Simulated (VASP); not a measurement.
Input of a VASP 6.6.1 run:

INCAR

```
  ALGO = Normal
  EDIFF = 1E-6
  ENCUT = 600
  GGA = PE
  GGA_COMPAT = False
  ISIF = 2
  ISMEAR = 0
  LASPH = True
  LCHARG = False
  LREAL = False
  LWAVE = False
  NBANDS = 11
  NELM = 120
  PREC = Accurate
  SIGMA = 0.02
```

KPOINTS

```
k-points
0
Gamma
  10 10 10
```

Contents of POSCAR:

```
SiC
1.0
    0.0000000000      2.1898586916      2.1898586916
    2.1898586916      0.0000000000      2.1898586916
    2.1898586916      2.1898586916      0.0000000000
Si C
1 1
Direct
    0.0000000000      0.0000000000      0.0000000000
    0.2500000000      0.2500000000      0.2500000000
```

Potentials or basis: VASP PAW PBE potentials, release 64 (Si, C).

The run is started by

```sh
$ cat potpaw_PBE.64/Si/POTCAR potpaw_PBE.64/C/POTCAR > POTCAR
$ mpirun -np 1 vasp_std > vasp.out
```

(1) What does it give for the pressure?

(2) Estimate the band gap on the k mesh.

Answers

(1) -0.2 GPa.

(2) 1.37 eV, indirect (least direct gap 4.53 eV).
